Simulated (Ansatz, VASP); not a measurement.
SrTiO3: VASP beside Ansatz

```
CELL_PARAMETERS angstrom
3.84449 0.00000 0.00000
0.00000 3.84449 0.00000
0.00000 0.00000 4.12024
ATOMIC_POSITIONS crystal
Sr 0.00137 0.00000 0.00000
Ti 0.50645 0.50000 0.50000
O 0.99024 0.50000 0.50000
O 0.49148 0.00000 0.50000
O 0.49148 0.50000 0.00000
```

Change from the starting cell: mode 1 frozen in at -0.038 Å, strain +e along z and -e/2 along x and y +0.0467.

Alike in both runs: task single point; functional PBE; k mesh 8 × 8 × 8; occupations gaussian, width 0.05 eV; no spin polarisation.

|  | VASP | Ansatz |
| --- | --- | --- |
| version | VASP 6.6.1 | Ansatz 0.2.0 |
| potentials or method | VASP PAW PBE potentials, release 64 (Sr_sv, Ti_sv, O), cutoff 520 eV | scalar-relativistic, plane waves, PAW |
| valence electrons in the cell | 40 | 40 |

VASP gave:

```
gap on the k mesh at the Fermi level (eV)                     : 1.72
least direct gap on the mesh (eV)                             : 2.20
pressure (GPa)                                                : 2.5
traceless stress, the component that is largest in VASP (GPa) : -9.56
rms of the force components (eV/Å)                            : 0.077
```

Question: What did Ansatz give for the same quantities?

Answer: gap on the k mesh at the Fermi level (eV): 1.76; least direct gap on the mesh (eV): 2.22; pressure (GPa): 1.9; traceless stress, the component that is largest in VASP (GPa): -9.39; rms of the force components (eV/Å): 0.066.

Atom by atom the forces differ by 0.012 eV/Å (rms over components). With one functional, cell and mesh, what is left measures potentials, basis and numerics.
